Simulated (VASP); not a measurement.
Hf, 1 atom in the cell. Symmetry: I4/mmm, No. 139, tetragonal system. The conventional cell has a = 3.646 Å, b = 3.646 Å, c = 3.610 Å, α = 90.00°, β = 90.00°, γ = 90.00°. Within 4.1 Å of Hf (site symmetry 4/mmm) lie 14 Hf at 3.15 to 3.65 Å.  This cell differs from its parent crystal: equal xx and yy strain of +1 %.

- Program: VASP 6.6.1
- Task: electric field gradients
- Functional: PBEsol
- Potentials or basis: VASP PAW PBE potentials, release 64 (Hf_pv)
- Cutoff: 520 eV
- k mesh: 14 × 14 × 14
- Occupations: fermi-dirac, width 0.05 eV
- Spin: no spin polarisation
- Dipole correction: no
- Further INCAR settings: ALGO = Normal; EDIFF = 1e-08; NBANDS = 11

Potentials or basis: VASP PAW PBE potentials, release 64 (Hf_pv).

Launch:

```console
$ cat potpaw_PBE.64/Hf_pv/POTCAR > POTCAR
$ mpirun -np 1 vasp_std > vasp.out
```

Hardware: 1 thread of Intel(R) Xeon(R) 6975P-C (Granite Rapids), on a shared host.

Problem. Estimate the wall time of this run.

Solution. Wall time 17 s on 1 thread of Intel(R) Xeon(R) 6975P-C (Granite Rapids) (shared host), peak memory 0.18 GiB. Counts: scf iterations 14, k points 244.
